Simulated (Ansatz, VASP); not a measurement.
# Two plane-wave programs on AlCu3

```
Al Cu
1.0
     3.63242    0.00000    0.00000
     0.00000    3.63242    0.00000
     0.00000    0.00000    3.63242
Al Cu
1 3
Cartesian
  0.0000 0.0000 0.0000
  1.8162 1.8162 0.0000
  1.8162 0.0000 1.8162
  0.0000 1.8162 1.8162
```

Alike in both runs: functional PBEsol; k mesh 12 × 12 × 12; occupations fermi-dirac, width 0.15 eV; no spin polarisation.

Ansatz relaxed the structure, and its values are those at the end. VASP's run is a single point on that final structure, the one shown.

|  | VASP | Ansatz |
| --- | --- | --- |
| version | VASP 6.6.1 | Ansatz 0.2.0 |
| potentials or method | VASP PAW PBE potentials, release 64 (Al, Cu), cutoff 520 eV | scalar-relativistic, plane waves, PAW |
| valence electrons in the cell | 36 | 60 |

```tsv
	VASP	Ansatz	Ansatz less VASP
gap on the k mesh at the Fermi level (eV)	none	none	-
pressure (GPa)	0.5	0.0	-0.55
```

VASP's potentials were made for PBE, not for PBEsol. A gap of «none» marks a metal or a gap that the smearing closes. The functional is the same, so the differences come from potentials, cutoffs and numerics. VASP's potentials hold 36 valence electrons a cell and Ansatz's 60, so a difference there can come from the potentials and not from the codes.
